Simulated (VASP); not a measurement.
Tl: single point with PBEsol

The system is Tl.

```xyz
2
Lattice="3.5942 0.0000 0.0000 -1.7971 3.1127 0.0000 0.0000 0.0000 5.5250" Properties=species:S:1:pos:R:3 pbc="T T T"
Tl    0.0000    2.0751    1.3813
Tl    1.7971    1.0376    4.1438
```

This cell differs from its parent crystal: strain +0.040 along x and y, +0.000 along z.

```json
{
 "Program": "VASP 6.6.1",
 "Task": "single point",
 "Functional": "PBEsol",
 "Potentials or basis": "VASP PAW PBE potentials, release 64 (Tl_d)",
 "Cutoff": "520 eV",
 "k mesh": "18 × 18 × 10",
 "Occupations": "gaussian, width 0.15 eV",
 "Spin": "no spin polarisation",
 "Dipole correction": "no",
 "Further INCAR settings": "ALGO = Fast; EDIFF = 1e-06; NBANDS = 20"
}
```

```json
{"Pressure": "-2.2 GPa", "Band gap on the k mesh": "zero (band 13 reaches 9.23 eV, above the bottom of band 14 at 3.55 eV)"}
```

Stress tensor (GPa, compression positive):
```
-2.40  0.00  0.00
 0.00 -2.40  0.00
 0.00  0.00 -1.90
```

Levels at points of the mesh, in eV from the Fermi level:
| k point | band 9 | band 10 | band 11 | band 12 | band 13 | band 14 | band 15 | band 16 | band 17 | band 18 |
| --- | --- | --- | --- | --- | --- | --- | --- | --- | --- | --- |
| (0.00, 0.00, 0.00) | -11.00 | -11.00 | -9.54 | -4.78 | -2.42 | 7.04 | 7.04 | 9.07 | 9.07 | 9.81 |
| (0.50, 0.00, 0.00) | -11.00 | -10.95 | -5.86 | -4.70 | -0.59 | 0.79 | 1.36 | 3.42 | 3.70 | 7.52 |
| (0.00, 0.00, 0.50) | -11.10 | -11.10 | -8.15 | -8.15 | 3.62 | 3.62 | 8.02 | 8.02 | 8.02 | 8.02 |
| (0.50, 0.00, 0.50) | -11.00 | -11.00 | -4.84 | -4.84 | -2.04 | -2.04 | 5.08 | 5.08 | 5.98 | 5.98 |

Wall time 5.6 min on 1 thread of Oxide Virtual Turin-like Processor, on a shared host, peak memory 0.31 GiB.

Caveat: the cell differs from its parent crystal (strain +0.040 along x and y, +0.000 along z); the PAW data sets were made with another functional, which shifts forces and pressure a little; spin-orbit coupling is left out, which moves the levels of the heavy elements.
